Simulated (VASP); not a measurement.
Crystal: ZrC.

```xyz
2
Lattice="0.0000 2.5455 2.5455 2.5455 0.0000 2.5455 2.5455 2.5455 0.0000" Properties=species:S:1:pos:R:3 pbc="T T T"
Zr    2.5455    2.5455    2.5455
C     3.8183    3.8183    3.8183
```

Program: VASP 6.6.1. Alike in all runs: task single point; potentials or basis VASP PAW PBE potentials, release 64 (Zr_sv, C); no spin polarisation; cell as given; cutoff (eV) 520; smearing fermi-dirac 0.05 eV.

**Question.** Order these runs on this cell by their band gap on the k mesh, lowest first.
A. level PBEsol-based screened hybrid; k mesh 5 × 5 × 5; grid for exact exchange (PRECFOCK) Normal; share of exact exchange 0.25; screening parameter 0.207 1/Å
B. level PBE; k mesh 9 × 9 × 9
C. level r2SCAN0; k mesh 5 × 5 × 5; grid for exact exchange (PRECFOCK) Normal

**Answer.** B (0.55 eV), A (1.42 eV), C (2.36 eV).

Caveats: some runs use coarse meshes.

A k mesh can miss the band edges.
